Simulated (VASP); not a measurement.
Set up this calculation in VASP 6.6.1, as the native input.

```
Task                   : single point
Functional             : PBE
Potentials or basis    : VASP PAW PBE potentials, release 64 (Al, H)
Cutoff                 : 520 eV
k mesh                 : 6 × 6 × 4
Occupations            : gaussian, width 0.1 eV
Spin                   : no spin polarisation
Dipole correction      : no
Further INCAR settings : ALGO = Normal; EDIFF = 1e-07; NBANDS = 12
```

The structure of AlH4 lies in POSCAR:

```
AlH4
1.0
    3.1069801200      0.0000000000      0.0000000000
   -1.5534900600      2.6907237100      0.0000000000
    0.0000000000      0.0000000000      6.7900305000
Al H
1 4
Direct
    0.3333333300      0.6666666700      0.0000000000
    0.6666666700      0.3333333300      0.5000000000
    0.6666666700      0.3333333300      0.2184312800
    0.6666666700      0.3333333300      0.7815687200
    0.6666666700      0.3333333300      0.0000000000
```

The cell was generated, and may not be a known phase.

The input as run:

INCAR

```
  PREC = Accurate
  ENCUT = 520
  EDIFF = 1E-7
  ISMEAR = 0
  SIGMA = 0.1
  LREAL = F
  LASPH = T
  NELM = 100
  ALGO = Normal
  ISIF = 2
  LWAVE = F
  LCHARG = F
  GGA = PE
  NBANDS = 12
```

KPOINTS

```
regular mesh
0
Gamma
  6 6 4
```

Potentials or basis: VASP PAW PBE potentials, release 64 (Al, H).

Command:

```console
$ cat potpaw_PBE.64/Al/POTCAR potpaw_PBE.64/H/POTCAR > POTCAR
$ mpirun -np 1 vasp_std > vasp.out
```

Results of the run:

- Pressure: -6.0 GPa
- Largest force: 0.626 eV/Å
- Band gap on the k mesh: zero (an odd number of electrons rules out a gap without spin polarisation)

Caveat: the k points lie up to 0.39 Å⁻¹ apart, too coarse for converged energies and pressures of a metal.

Wall time 8.5 s on 1 thread of Intel(R) Xeon(R) Platinum 8559C (Emerald Rapids), on a shared host, peak memory 0.16 GiB.
